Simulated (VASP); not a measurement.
# Al (Fm-3m) in VASP: single point with HSE06

Aim: the single point of Al with HSE06.

All numbers are computed with VASP 6.6.1; they aren't measurements. Logs are shortened: lines on timing, memory, paths and dates and some standing lists are left out, and cuts for length are marked.

### 1 The cell of the first run

Symmetry: Fm-3m, No. 225, cubic system. Conventional cell: a = 4.040 Å, b = 4.040 Å, c = 4.040 Å, α = 90.00°, β = 90.00°, γ = 90.00°. Al (site symmetry m-3m) has 12 Al at 2.86 Å within 3.8 Å.

### 2 Single point, HSE06

POSCAR reads:

```
Al
1.0
    0.0000000000      2.0200000000      2.0200000000
    2.0200000000      0.0000000000      2.0200000000
    2.0200000000      2.0200000000      0.0000000000
Al
1
Direct
    0.0000000000      0.0000000000      0.0000000000
```

INCAR.step1 reads:

```
ALGO = Normal
EDIFF = 1E-5
ENCUT = 520
GGA = PE
ISIF = 2
ISMEAR = -1
LASPH = T
LREAL = F
LWAVE = T
NBANDS = 8
NELM = 100
PREC = Accurate
SIGMA = 0.02
```

INCAR.step2 reads:

```
ALGO = Normal
EDIFF = 1E-6
ENCUT = 520
GGA = PE
HFSCREEN = 0.2079
ISIF = 2
ISMEAR = -1
ISTART = 1
LASPH = T
LCHARG = T
LELF = T
LHFCALC = T
LREAL = F
LVHAR = T
LWAVE = F
NBANDS = 8
NELM = 100
PREC = Accurate
PRECFOCK = Normal
SIGMA = 0.02
```

KPOINTS reads:

```
k-points
0
Gamma
  8 8 8
```

Potentials or basis: VASP PAW PBE potentials, release 64 (Al).

On the command line:

```console
> cat potpaw_PBE.64/Al/POTCAR > POTCAR
> cp INCAR.step1 INCAR
> mpirun -np 1 vasp_std > vasp.out
> cp INCAR.step2 INCAR
> mpirun -np 1 vasp_std > vasp.out
```

OUTCAR:

```text
EDIFF = 1E-6
   ENCUT = 520
   GGA = PE
   HFSCREEN = 0.2079
   ISIF = 2
   ISMEAR = -1
   ISTART = 1
   LASPH = T
   LHFCALC = T
   LREAL = F
   NELM = 100
   PREC = Accurate
   PRECFOCK = Normal

 ion  position               nearest neighbor table
   1  0.000  0.000  0.000-

  LATTYP: Found a face centered cubic cell.
 ALAT       =     4.0400000000

  Lattice vectors:

 A1 = (   0.0000000000,   2.0200000000,   2.0200000000)
 A2 = (   2.0200000000,   0.0000000000,   2.0200000000)
 A3 = (   2.0200000000,   2.0200000000,   0.0000000000)

Analysis of symmetry for initial positions (statically):
=====================================================================
 Subroutine PRICEL returns:
 Original cell was already a primitive cell.

 Routine SETGRP: Setting up the symmetry group for a
 face centered cubic supercell.

 Subroutine GETGRP returns: Found 48 space group operations
 (whereof 48 operations were pure point group operations)
 out of a pool of 48 trial point group operations.

The static configuration has the point symmetry O_h .

Analysis of symmetry for dynamics (positions and initial velocities):
=====================================================================
 Subroutine PRICEL returns:
 Original cell was already a primitive cell.

 Routine SETGRP: Setting up the symmetry group for a
 face centered cubic supercell.

 Subroutine GETGRP returns: Found 48 space group operations
 (whereof 48 operations were pure point group operations)
 out of a pool of 48 trial point group operations.

The dynamic configuration has the point symmetry O_h .

 Subroutine INISYM returns: Found 48 space group operations
 (whereof 48 operations are pure point group operations),
 and found     1 'primitive' translations

----------------------------------------------------------------------------------------

                                     Primitive cell

  volume of cell :      16.4848

  direct lattice vectors                    reciprocal lattice vectors
     0.000000000  2.020000000  2.020000000    -0.247524752  0.247524752  0.247524752
     2.020000000  0.000000000  2.020000000     0.247524752 -0.247524752  0.247524752
     2.020000000  2.020000000  0.000000000     0.247524752  0.247524752 -0.247524752

  length of vectors
     2.856711396  2.856711396  2.856711396     0.428725447  0.428725447  0.428725447

  position of ions in fractional coordinates (direct lattice)
     0.000000000  0.000000000  0.000000000

  ion indices of the primitive-cell ions
   primitive index   ion index
                 1           1

----------------------------------------------------------------------------------------

 KPOINTS: k-points

Automatic generation of k-mesh.
 Grid dimensions read from file:
 generate k-points for:    8    8    8

 Generating k-lattice:

  Cartesian coordinates                     Fractional coordinates (reciprocal lattice)
    -0.030940594  0.030940594  0.030940594     0.125000000  0.000000000  0.000000000
     0.030940594 -0.030940594  0.030940594     0.000000000  0.125000000  0.000000000
     0.030940594  0.030940594 -0.030940594     0.000000000  0.000000000  0.125000000

  Length of vectors
     0.053590681  0.053590681  0.053590681

  Shift w.r.t. Gamma in fractional coordinates (k-lattice)
     0.000000000  0.000000000  0.000000000

 Subroutine IBZKPT returns following result:
 ===========================================

 Found     29 irreducible k-points:

 Following reciprocal coordinates:
            Coordinates               Weight
  0.000000  0.000000  0.000000      1.000000
  0.125000  0.000000  0.000000      8.000000
  0.250000  0.000000  0.000000      8.000000
  0.375000  0.000000  0.000000      8.000000
  0.500000  0.000000  0.000000      4.000000
  0.125000  0.125000  0.000000      6.000000
[... 16 lines left out ...]
  0.500000  0.250000  0.125000     48.000000
 -0.375000  0.250000  0.125000     24.000000
 [... further k-points ...]
   k-points           NKPTS =     29   k-points in BZ     NKDIM =    512   number of bands    NBANDS=      8
   number of dos      NEDOS =    301   number of ions     NIONS =      1
   total plane-waves  NPLWV =  13824
   dimension x,y,z NGX =    24 NGY =   24 NGZ =   24
   dimension x,y,z NGXF=    48 NGYF=   48 NGZF=   48
   ions per type =               1
   NGX,Y,Z   is equivalent  to a cutoff of  13.97, 13.97, 13.97 a.u.
   NGXF,Y,Z  is equivalent  to a cutoff of  27.93, 27.93, 27.93 a.u.
 SYSTEM =  unknown system
   PREC   = accura    normal or accurate (medium, high low for compatibility)
   ISTART =      1    job   : 0-new  1-cont  2-samecut
   ICHARG =      0    charge: 1-file 2-atom 10-const
   ISPIN  =      1    spin polarized calculation?
   LNONCOLLINEAR =      F non collinear calculations
   LSORBIT =      F    spin-orbit coupling
   LASPH  =      T    aspherical Exc in radial PAW
   ENCUT  =  520.0 eV  38.22 Ry    6.18 a.u.   5.31  5.31  5.31*2*pi/ulx,y,z
   NELM   =    100;   NELMIN=  2; NELMDL=  0     # of ELM steps
   EDIFF  = 0.1E-05   stopping-criterion for ELM
   LREAL  =      F    real-space projection
   EDIFFG = 0.1E-04   stopping-criterion for IOM
   NSW    =      0    number of steps for IOM
   IBRION =     -1    ionic relax: 0-MD 1-quasi-New 2-CG
   NFREE  =      0    steps in history (QN), initial steepest desc. (CG)
   ISIF   =      2    stress and relaxation
   ISYM   =      3    0-nonsym 1-usesym 2-fastsym
   POTIM  = 0.5000    time-step for ionic-motion
   TEBEG  =    0.0;   TEEND  =   0.0 temperature during run
   PSTRESS=    0.0 pullay stress
   NELECT =       3.0000    total number of electrons
   NUPDOWN=      -1.0000    fix difference up-down
   EMIN   =  10.00;   EMAX   =-10.00  energy-range for DOS
   EFERMI =   0.00;   METHOD = LEGACY
   ISMEAR =    -1;   SIGMA  =   0.02  broadening in eV -4-tet -1-fermi 0-gaus
   EFERMI_NEDOS =   21; number of points for ismear=-14 and -15
   IALGO  =     38    algorithm
   IMIX   =      1    mixing-type and parameters
     AMIX     =   0.40;   BMIX     =  1.00
     AMIX_MAG =   1.60;   BMIX_MAG =  1.00
  volume/ion in A,a.u.               =      16.48       111.25
  Fermi-wavevector in a.u.,A,eV,Ry     =   0.927728  1.753151 11.710246  0.860679
  Thomas-Fermi vector in A             =   2.053828
   LORBIT       =      0    0 simple, 1 ext, 2 COOP (PROOUT), +10 PAW based schemes
   GGA     = PE    functional components
   LHFCALC =     T    Hartree Fock is set to
   PRECFOCK=normal    Normal, Fast or Accurate (Low or Medium for compatibility)
   ENCUT4O =  -1.0   cutoff for four orbital integrals eV
   NKREDX  =     1    reduce k-point grid by
   NKREDY  =     1    reduce k-point grid by
   NKREDZ  =     1    reduce k-point grid by
   AEXX    =    0.2500 exact exchange contribution
   HFSCREEN=    0.2079 screening length (either q_TF or 0.3 A-1)
   HFSCREENC=   0.2079 screening length for correlation (either q_TF or 0.3 A-1)
   ENCUTFOCK=  -1.0 apply spherical cutoff to Coloumb kernel
   IVDW    =     0    specifies the selected vdW correction
   LEPSILON=     F    determine dielectric tensor
   LRPA    =     F    only Hartree local field effects (RPA)
 non-spin polarized calculation
  energy-cutoff  :      520.00
  volume of cell :       16.48
 maximum number of plane-waves:       459
 NGX is ok and might be reduce to    24
  NGX = 16; NGY = 16; NGZ = 16

 number of electron       3.0000000 magnetization

 Free energy of the ion-electron system (eV)
  ---------------------------------------------------
  ext. energy  EPLUGINS =         0.00000000
  ---------------------------------------------------
  free energy    TOTEN  =        -4.09819664 eV

  energy without entropy =       -4.09663655  energy(sigma->0) =       -4.09741660

 E-fermi :   8.1404     XC(G=0):  -8.4142

 val. band max:        7.6684679788   @ k =  -0.3750   0.3750   0.0000
 cond. band min:       8.1758026721   @ k =   0.5000   0.2500   0.1250
 fundamental gap:      0.5073346933
 Fermi energy:         8.1404341586

 k-point     1 :       0.0000    0.0000    0.0000
  band No.  band energies     occupation
      1      -4.6990      2.00000
      2      21.7137      0.00000
      3      21.7137      0.00000
      4      21.7137      0.00000
      5      23.2378      0.00000
      6      23.2378      0.00000
      7      23.2378      0.00000
      8      25.4502      0.00000

 k-point     2 :       0.1250    0.0000    0.0000
  band No.  band energies     occupation
      1      -4.2233      2.00000
      2      17.1570      0.00000
      3      20.7142      0.00000
      4      20.7142      0.00000
      5      23.7912      0.00000
      6      24.8650      0.00000
      7      24.8650      0.00000
      8      26.9086      0.00000

 k-point     3 :       0.2500    0.0000    0.0000
  band No.  band energies     occupation
      1      -2.7995      2.00000
      2      11.8929      0.00000
      3      19.9054      0.00000
      4      19.9054      0.00000
      5      23.3895      0.00000
      6      23.9252      0.00000
      7      23.9252      0.00000
      8      27.8819      0.00000

 k-point     4 :       0.3750    0.0000    0.0000
  band No.  band energies     occupation
      1      -0.4336      2.00000
      2       7.0520      2.00000
      3      19.8066      0.00000
      4      19.8066      0.00000
      5      21.8458      0.00000
      6      21.8458      0.00000
      7      23.4437      0.00000
      8      25.7948      0.00000

 k-point     5 :       0.5000    0.0000    0.0000
  band No.  band energies     occupation
      1       2.7380      2.00000
      2       3.0078      2.00000
      3      20.4348      0.00000
      4      20.4348      0.00000
      5      20.4738      0.00000
      6      20.4738      0.00000
      7      24.0390      0.00000
      8      24.4673      0.00000

 k-point     6 :       0.1250    0.1250    0.0000
  band No.  band energies     occupation
      1      -4.0648      2.00000
      2      18.8630      0.00000
      3      18.8630      0.00000
      4      19.0753      0.00000
      5      22.0198      0.00000
      6      23.7559      0.00000
      7      26.9021      0.00000
      8      26.9021      0.00000

 k-point     7 :       0.2500    0.1250    0.0000
  band No.  band energies     occupation
      1      -2.9574      2.00000
      2      13.9230      0.00000
      3      17.7342      0.00000
      4      19.2919      0.00000
      5      20.6278      0.00000
      6      23.2478      0.00000
      7      27.2988      0.00000
      8      27.5168      0.00000
[... 133 lines left out ...]
 k-point    20 :      -0.3750    0.3750    0.0000
  band No.  band energies     occupation
      1       5.7951      2.00000
      2       6.4561      2.00000
      3       7.6685      2.00000
      4      15.2893      0.00000
      5      17.0102      0.00000
      6      24.8473      0.00000
      7      31.2079      0.00000
      8      31.5494      0.00000

 k-point    21 :       0.5000    0.5000    0.0000
  band No.  band energies     occupation
      1       4.6053      2.00000
      2       6.3200      2.00000
      3      13.8297      0.00000
      4      14.2359      0.00000
      5      14.2359      0.00000
      6      17.9322      0.00000
      7      34.9707      0.00000
      8      36.5261      0.00000

 k-point    22 :       0.3750    0.2500    0.1250
  band No.  band energies     occupation
      1      -1.5376      2.00000
      2      12.3231      0.00000
      3      13.8892      0.00000
      4      17.6537      0.00000
      5      21.1677      0.00000
      6      23.0220      0.00000
      7      26.1721      0.00000
      8      29.6218      0.00000

 k-point    23 :       0.5000    0.2500    0.1250
  band No.  band energies     occupation
      1       0.8186      2.00000
      2       8.1758      0.29148
      3      13.1405      0.00000
      4      15.3788      0.00000
      5      21.8203      0.00000
      6      23.9985      0.00000
      7      26.2185      0.00000
      8      30.3244      0.00000

 k-point    24 :      -0.3750    0.2500    0.1250
  band No.  band energies     occupation
      1       3.9395      2.00000
      2       4.2540      2.00000
      3      13.5539      0.00000
      4      14.1048      0.00000
      5      22.3592      0.00000
      6      22.8314      0.00000
      7      29.6709      0.00000
      8      29.9495      0.00000

 [... further k-points ...]
[... 5 lines left out ...]
  --------------------------------------------------------------------------------------
  -------------------------------------------------------------------------------------
  Total       -0.0743298     -0.0743298     -0.0743298      0.0000000     -0.0000000      0.0000000
  in kB       -7.2241902     -7.2241902     -7.2241902      0.0000000     -0.0000000      0.0000000
  external PRESSURE =      -7.2241902 kB  Pullay stress =       0.0000000 kB

 VOLUME and BASIS-vectors are now :
 -----------------------------------------------------------------------------
  energy-cutoff  :      520.00
  volume of cell :       16.48
      direct lattice vectors                 reciprocal lattice vectors
     0.000000000  2.020000000  2.020000000    -0.247524752  0.247524752  0.247524752
     2.020000000  0.000000000  2.020000000     0.247524752 -0.247524752  0.247524752
     2.020000000  2.020000000  0.000000000     0.247524752  0.247524752 -0.247524752

 POSITION                                       TOTAL-FORCE (eV/Angst)
 -----------------------------------------------------------------------------------
      0.00000      0.00000      0.00000        -0.000000      0.000000      0.000000
 -----------------------------------------------------------------------------------
    total drift:                               -0.000036      0.000293      0.000243

  FREE ENERGIE OF THE ION-ELECTRON SYSTEM (eV)
  ---------------------------------------------------
  free  energy   TOTEN  =        -4.0981966393 eV

  energy  without entropy=       -4.0966365531  energy(sigma->0) =       -4.09741660
```

Run time: 2.3 min. Hardware: 1 thread of Intel Xeon Platinum 8488C (Sapphire Rapids), shared host; peak memory 0.24 GiB.

Results:

| Item | Value |
| --- | --- |
| Free energy | -4.0982 eV |
| Pressure | -0.7 GPa |

Levels at points of the mesh, in eV from the Fermi level:
```csv
k point,band 1,band 2,band 3,band 4,band 5,band 6
"(0.00, 0.00, 0.00)",-12.84,13.57,13.57,13.57,15.10,15.10
"(0.50, 0.00, 0.00)",-5.40,-5.13,12.29,12.29,12.33,12.33
"(0.50, 0.50, 0.00)",-3.54,-1.82,5.69,6.10,6.10,9.79
```

Caveat: the PAW data sets were made with another functional, which shifts forces and pressure a little.
